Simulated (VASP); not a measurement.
# Rh (Fm-3m) in VASP: notebook, part 2 of 2

VASP 6.6.1.

## Step 3: Single point, PBEsol (volume scaled by 1.04)

The input, INCAR:

```
SYSTEM = Rh
ALGO = Normal ; EDIFF = 1E-7
ENCUT = 520 ; GGA = PS
ISIF = 2 ; ISMEAR = -1
LASPH = .True. ; LCHARG = .False.
LREAL = .False. ; LWAVE = .False.
NBANDS = 14 ; NELM = 60
PREC = Accurate ; SIGMA = 0.05
```

The input, KPOINTS:

```
k-points
0
Gamma
  12 12 12
  0 0 0
```

The input, POSCAR:

```
Rh
1.0
    0.0000000000      1.9228245745      1.9228245745
    1.9228245745      0.0000000000      1.9228245745
    1.9228245745      1.9228245745      0.0000000000
Rh
1
Direct
    0.0000000000      0.0000000000      0.0000000000
```

Potentials or basis: VASP PAW PBE potentials, release 64 (Rh_pv).

Run with:

```bash
$ cat potpaw_PBE.64/Rh_pv/POTCAR > POTCAR
$ mpirun -np 1 vasp_std > vasp.out
```

OUTCAR:

```text
SYSTEM = Rh
   EDIFF = 1E-7
   ENCUT = 520
   GGA = PS
   ISIF = 2
   ISMEAR = -1
   LASPH = .True.
   LREAL = .False.
   NELM = 60
   PREC = Accurate

 ion  position               nearest neighbor table
   1  0.000  0.000  0.000-

  LATTYP: Found a face centered cubic cell.
 ALAT       =     3.8456491490

  Lattice vectors:

 A1 = (   0.0000000000,   1.9228245745,   1.9228245745)
 A2 = (   1.9228245745,   0.0000000000,   1.9228245745)
 A3 = (   1.9228245745,   1.9228245745,   0.0000000000)

Analysis of symmetry for initial positions (statically):
[... 33 lines left out ...]
                                     Primitive cell

  volume of cell :      14.2183

  direct lattice vectors                    reciprocal lattice vectors
     0.000000000  1.922824575  1.922824575    -0.260034122  0.260034122  0.260034122
     1.922824575  0.000000000  1.922824575     0.260034122 -0.260034122  0.260034122
     1.922824575  1.922824575  0.000000000     0.260034122  0.260034122 -0.260034122

  length of vectors
     2.719284591  2.719284591  2.719284591     0.450392311  0.450392311  0.450392311

  position of ions in fractional coordinates (direct lattice)
     0.000000000  0.000000000  0.000000000

  ion indices of the primitive-cell ions
   primitive index   ion index
                 1           1

----------------------------------------------------------------------------------------

 KPOINTS: k-points

Automatic generation of k-mesh.
 Grid dimensions read from file:
 generate k-points for:   12   12   12

 Generating k-lattice:

  Cartesian coordinates                     Fractional coordinates (reciprocal lattice)
    -0.021669510  0.021669510  0.021669510     0.083333333  0.000000000  0.000000000
     0.021669510 -0.021669510  0.021669510     0.000000000  0.083333333  0.000000000
     0.021669510  0.021669510 -0.021669510     0.000000000  0.000000000  0.083333333

  Length of vectors
     0.037532693  0.037532693  0.037532693

[... 70 lines left out ...]
   IALGO  =     38    algorithm
   IMIX   =      4    mixing-type and parameters
     AMIX     =   0.40;   BMIX     =  1.00
     AMIX_MAG =   1.60;   BMIX_MAG =  1.00
  volume/ion in A,a.u.               =      14.22        95.95
  Fermi-wavevector in a.u.,A,eV,Ry     =   1.666565  3.149351 37.789350  2.777439
  Thomas-Fermi vector in A             =   2.752739
   LORBIT       =      0    0 simple, 1 ext, 2 COOP (PROOUT), +10 PAW based schemes
   GGA     = PS    functional components
   LHFCALC =     F    Hartree Fock is set to
   AEXX    =    0.0000 exact exchange contribution
   IVDW    =     0    specifies the selected vdW correction
   LEPSILON=     F    determine dielectric tensor
   LRPA    =     F    only Hartree local field effects (RPA)
 non-spin polarized calculation
  energy-cutoff  :      520.00
  volume of cell :       14.22
 maximum number of plane-waves:       392
   NGX = 11   NGY = 11   NGZ = 11

 number of electron      15.0000000 magnetization

 Free energy of the ion-electron system (eV)
  ---------------------------------------------------
  ext. energy  EPLUGINS =         0.00000000
  ---------------------------------------------------
  free energy    TOTEN  =        -8.11429048 eV

  energy without entropy =       -8.10542045  energy(sigma->0) =       -8.10985546

 E-fermi :  11.1508     XC(G=0): -14.0055

 val. band max:       11.0735742251   @ k =  -0.3333   0.3333   0.0000
 cond. band min:      11.1874842164   @ k =   0.3333   0.1667   0.0000
 fundamental gap:      0.1139099913
 Fermi energy:        11.1508088070

 k-point     1 :       0.0000    0.0000    0.0000
  band No.  band energies     occupation
      1     -35.1507      2.00000
      2     -35.1507      2.00000
      3     -35.1507      2.00000
      4       3.3418      2.00000
      5       8.1970      2.00000
      6       8.1970      2.00000
      7       8.1970      2.00000
      8      10.1974      2.00000
      9      10.1974      2.00000
     10      27.1034      0.00000
     11      31.5700      0.00000
     12      32.3617      0.00000
     13      32.3617      0.00000
     14      32.3617      0.00000
[... 377 lines left out ...]
      1     -35.7447      2.00000
      2     -35.3606      2.00000
      3     -35.2661      2.00000
      4       5.9592      2.00000
      5       7.5768      2.00000
      6       8.7763      2.00000
      7       9.1542      2.00000
      8      11.3804      0.02008
      9      15.1056      0.00000
     10      19.5113      0.00000
     11      26.9293      0.00000
     12      29.7053      0.00000
     13      31.2508      0.00000
     14      31.5766      0.00000

 [... further k-points ...]
[... 5 lines left out ...]
  --------------------------------------------------------------------------------------
  -------------------------------------------------------------------------------------
  Total       -1.2068527     -1.2068527     -1.2068527     -0.0000000     -0.0000000      0.0000000
  in kB     -135.9927790   -135.9927790   -135.9927790     -0.0000000     -0.0000000      0.0000000
  external PRESSURE =    -135.9927790 kB  Pullay stress =       0.0000000 kB

 VOLUME and BASIS-vectors are now :
 -----------------------------------------------------------------------------
  energy-cutoff  :      520.00
  volume of cell :       14.22
      direct lattice vectors                 reciprocal lattice vectors
     0.000000000  1.922824575  1.922824575    -0.260034122  0.260034122  0.260034122
     1.922824575  0.000000000  1.922824575     0.260034122 -0.260034122  0.260034122
     1.922824575  1.922824575  0.000000000     0.260034122  0.260034122 -0.260034122

 POSITION                                       TOTAL-FORCE (eV/Angst)
 -----------------------------------------------------------------------------------
      0.00000      0.00000      0.00000        -0.000000      0.000000      0.000000
 -----------------------------------------------------------------------------------
    total drift:                                0.000000      0.000000      0.000000

  FREE ENERGIE OF THE ION-ELECTRON SYSTEM (eV)
  ---------------------------------------------------
  free  energy   TOTEN  =        -8.1142904798 eV

  energy  without entropy=       -8.1054204498  energy(sigma->0) =       -8.10985546
```

OSZICAR:

```text
N       E                     dE             d eps       ncg     rms          rms(c)
DAV:   1     0.117486612486E+03    0.11749E+03   -0.89007E+03  2016   0.114E+03
DAV:   2    -0.724893328221E+01   -0.12474E+03   -0.11892E+03  2232   0.337E+02
DAV:   3    -0.876176472133E+01   -0.15128E+01   -0.15106E+01  2424   0.410E+01
DAV:   4    -0.876733632554E+01   -0.55716E-02   -0.55713E-02  2334   0.255E+00
DAV:   5    -0.876738619441E+01   -0.49869E-04   -0.49868E-04  2472   0.214E-01    0.101E+01
DAV:   6    -0.813681733431E+01    0.63057E+00   -0.10662E+00  2154   0.144E+01    0.296E+00
DAV:   7    -0.811908706520E+01    0.17730E-01   -0.22385E-02  2274   0.158E+00    0.142E+00
DAV:   8    -0.811442098144E+01    0.46661E-02   -0.38649E-03  2154   0.844E-01    0.153E-01
DAV:   9    -0.811428571275E+01    0.13527E-03   -0.13445E-04  2142   0.162E-01    0.174E-02
DAV:  10    -0.811429040311E+01   -0.46904E-05   -0.25343E-06  2310   0.183E-02    0.304E-03
DAV:  11    -0.811429051724E+01   -0.11413E-06   -0.30516E-07  2316   0.760E-03    0.409E-04
DAV:  12    -0.811429047981E+01    0.37437E-07   -0.63512E-09  1026   0.117E-03
   1 F= -.81142905E+01 E0= -.81098555E+01  d E =-.887003E-02
```

stdout:

```text
POSCAR found type information on POSCAR Rh
 POSCAR found :  1 types and       1 ions
 scaLAPACK will be used
 -----------------------------------------------------------------------------
|                                                                             |
|                                                                             |
|     You enforced a specific xc type in the INCAR file but a different       |
|     I HOPE YOU KNOW WHAT YOU ARE DOING!                                     |
|                                                                             |
 -----------------------------------------------------------------------------

 LDA part: xc-table for (Slater+PW92), standard interpolation
 POSCAR, INCAR and KPOINTS ok, starting setup
 FFT: planning ... GRIDC
 FFT: planning ... GRID_SOFT
 FFT: planning ... GRID
 WAVECAR not read
 entering main loop
```

It took 10 s on 1 thread of Intel Xeon 6975P-C, shared host; peak memory 0.13 GiB.

Results:

- Free energy: -8.1143 eV
- Pressure: -13.6 GPa

Caveat: the cell differs from its parent crystal (volume scaled by 1.04); the PAW data sets were made with another functional, which shifts forces and pressure a little.

## Step 4: Single point, PBE

This run uses another cell than the first one, of 13.67 Å³/atom, 0.980 times its volume.

The input, INCAR:

```
SYSTEM = Rh
ALGO     = Fast           ! electronic algorithm
EDIFF    = 1E-7           ! SCF threshold, eV
ENCUT    = 520            ! plane-wave cutoff, eV
GGA      = PE             ! functional
ISIF     = 2              ! what is computed and relaxed
ISMEAR   = -1             ! smearing method
LASPH    = .True.         ! aspherical terms in the spheres
LCHARG   = .False.        ! write CHGCAR
LREAL    = .False.        ! projectors in reciprocal space
LWAVE    = .False.        ! write WAVECAR
NBANDS   = 14             ! bands
NELM     = 80             ! most SCF steps
PREC     = Accurate       ! precision mode
SIGMA    = 0.03           ! smearing width, eV
```

The input, KPOINTS:

```
k-points
0
Gamma
  5 5 5
  0 0 0
```

The input, POSCAR:

```
Rh
1.0
    0.0000000000      1.8978500000      1.8978500000
    1.8978500000      0.0000000000      1.8978500000
    1.8978500000      1.8978500000      0.0000000000
Rh
1
Direct
    0.0000000000      0.0000000000      0.0000000000
```

Run with:

```bash
$ cat potpaw_PBE.64/Rh_pv/POTCAR > POTCAR
$ mpirun -np 1 vasp_std > vasp.out
```

It took 4.9 s on 1 thread of AMD EPYC 7R13 (Zen 3), shared host; peak memory 0.09 GiB.

Results (log left out):

```
Free energy : -7.1024 eV
Pressure    : 10.1 GPa
```

Levels at points of the mesh, in eV from the Fermi level:
```tsv
k point	band 4	band 5	band 6	band 7	band 8	band 9	band 10	band 11	band 12	band 13
(0.00, 0.00, 0.00)	-8.27	-3.36	-3.36	-3.36	-1.24	-1.24	15.70	20.32	21.22	21.22
```

Caveat: the k points lie up to 0.57 Å⁻¹ apart.

## Step 5: The runs side by side

```csv
level,cell,k mesh,smearing,gap on the mesh (eV),pressure (GPa)
PBEsol,"a = 2.702 Å, angles 60.0°, 1 atom",12 × 12 × 12,fermi-dirac 0.05 eV,none,-9.0
PBEsol,"a = 2.719 Å, angles 60.0°, 1 atom",12 × 12 × 12,fermi-dirac 0.05 eV,none,-13.6
PBE,"a = 2.684 Å, angles 60.0°, 1 atom",5 × 5 × 5,fermi-dirac 0.03 eV,none,10.1
```

Alike in all rows: task single point; potentials or basis VASP PAW PBE potentials, release 64 (Rh_pv); no spin polarisation; cutoff (eV) 520.

Caveats: some runs use coarse meshes; the PAW data sets were made with another functional, which shifts forces and pressure a little (some runs).

Absolute energies hang on the potentials; compare differences alone.
